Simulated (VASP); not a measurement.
Input of a VASP 6.6.1 run:

The input INCAR:

```
SYSTEM = Hf
PREC = Accurate ; ENCUT = 520
EDIFF = 1E-6 ; ISMEAR = -1
SIGMA = 0.1 ; LREAL = .False.
LASPH = .True. ; NELM = 80
ALGO = Normal ; ISIF = 2
LWAVE = .False. ; LCHARG = .False.
NBANDS = 11
```

Contents of KPOINTS:

```
regular mesh
0
Gamma
  15 15 15
  0 0 0
```

The input POSCAR:

```
Hf
1.0
    2.4831543384      0.0000000000      0.0000000000
    0.0000000000      2.4831543384      0.0000000000
    0.0000000000      0.0000000000      2.4831543384
Hf
1
Direct
    0.0000000000      0.0000000000      0.0000000000
```

Potentials or basis: VASP PAW LDA potentials, release 64 (Hf_pv).

The run is started by

```sh
$ cat potpaw_LDA.64/Hf_pv/POTCAR > POTCAR
$ mpirun -np 1 vasp_std > vasp.out
```

(1) Estimate the band gap on the k mesh.

(2) Predict the pressure.

Results:

(1) zero (band 5 reaches 8.53 eV, above the bottom of band 6 at 4.10 eV).

(2) 70.5 GPa.

Caveat: spin-orbit coupling is left out, which moves the levels of the heavy elements.
